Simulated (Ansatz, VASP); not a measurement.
## One calculation of InP, two programs

Contents of INCAR:

```
ALGO = Normal
EDIFF = 1E-7
ENCUT = 520
GGA = PE
ISIF = 2
ISMEAR = -1
LASPH = True
LCHARG = False
LREAL = False
LWAVE = False
NBANDS = 16
NELM = 60
PREC = Accurate
SIGMA = 0.02
```

File KPOINTS:

```
k-points
0
Gamma
  8 8 8
```

POSCAR

```
InP
1.0
    0.0000000000      2.7453631616      2.7453631616
    2.7453631616      0.0000000000      2.7453631616
    2.7453631616      2.7453631616      0.0000000000
In P
1 1
Direct
    0.0000000000      0.0000000000      0.0000000000
    0.5000000000      0.5000000000      0.5000000000
```

Input for Ansatz:

```yaml
crystal:
  lattice:
    - [0.0, 2.7453631616, 2.7453631616]
    - [2.7453631616, 0.0, 2.7453631616]
    - [2.7453631616, 2.7453631616, 0.0]
  atoms:
    - { symbol: In, position: [0.0, 0.0, 0.0] }
    - { symbol: P, position: [0.5, 0.5, 0.5] }
kpoints:
  mp_grid: { grid: [8, 8, 8] }
  band_path:
    path:
      - [[0.0, 0.0, 0.0], [0.5, 7.974965574849e-35, 0.5], [0.625, 0.25, 0.625]]
      - [[0.375, 0.375, 0.75], [0.0, 0.0, 0.0], [0.5, 0.5, 0.5], [0.5, 0.25, 0.75], [0.5, 7.974965574849e-35, 0.5]]
    npoints: 10
hamiltonian:
  xc: pbe
scf:
  occupations: { method: fermi_dirac, width: 0.02 }
  n_extra_bands: 4
output:
  forces: true
  stress: true
  eigenvalues: true
  write_density: true
  write_potential: true
  elf: true
  volumetric_format: npy
```

Alike in both runs: task single point; functional PBE; k mesh 8 × 8 × 8; occupations fermi-dirac, width 0.02 eV; no spin polarisation.

```csv
,VASP,Ansatz
version,VASP 6.6.1,Ansatz 0.2.0
potentials or method,"VASP PAW PBE potentials, release 64 (In_d, P)","plane waves, PAW"
plane-wave cutoff (eV),520,420
valence electrons in the cell,18,18
```

```tsv
	VASP	Ansatz	Ansatz less VASP
pressure (GPa)	1.9	1.9	+0.03
```
